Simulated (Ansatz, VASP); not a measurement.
**One calculation of ScRu3, two programs**

```
Sc Ru
1.0
     4.98498    0.00000    0.00000
     0.00000    4.98498    0.00000
     0.00000    0.00000    4.98498
Sc Ru
2 6
Cartesian
  0.0000 0.0000 0.0000
  2.4925 2.4925 2.4925
  1.2462 0.0000 2.4925
  2.4925 3.7387 0.0000
  3.7387 0.0000 2.4925
  2.4925 1.2462 0.0000
  0.0000 2.4925 3.7387
  0.0000 2.4925 1.2462
```

Change from the starting cell: species swapped into the Nb3Tl type (Pm-3n, No. 223).

Alike in both runs: functional PBE; k mesh 4 × 4 × 4; occupations gaussian, width 0.1 eV; no spin polarisation.

Ansatz relaxed the structure, and its values are those at the end. VASP's run is a single point on that final structure, the one shown.

|  | VASP | Ansatz |
| --- | --- | --- |
| version | VASP 6.6.1 | Ansatz 0.2.0 |
| potentials or method | VASP PAW PBE potentials, release 64 (Sc_sv, Ru_pv), cutoff 520 eV | scalar-relativistic, plane waves, PAW |
| valence electrons in the cell | 106 | 118 |

Ansatz gave:

| Property | Result |
| --- | --- |
| gap on the k mesh at the Fermi level (eV) | none |
| pressure (GPa) | -0.1 |

**Question.** Estimate VASP's values.

**Answer.** gap on the k mesh at the Fermi level (eV): none; pressure (GPa): 0.1.

A gap of «none» marks a metal or a gap that the smearing closes. VASP's potentials hold 106 valence electrons a cell and Ansatz's 118, so a difference there can come from the potentials and not from the codes.
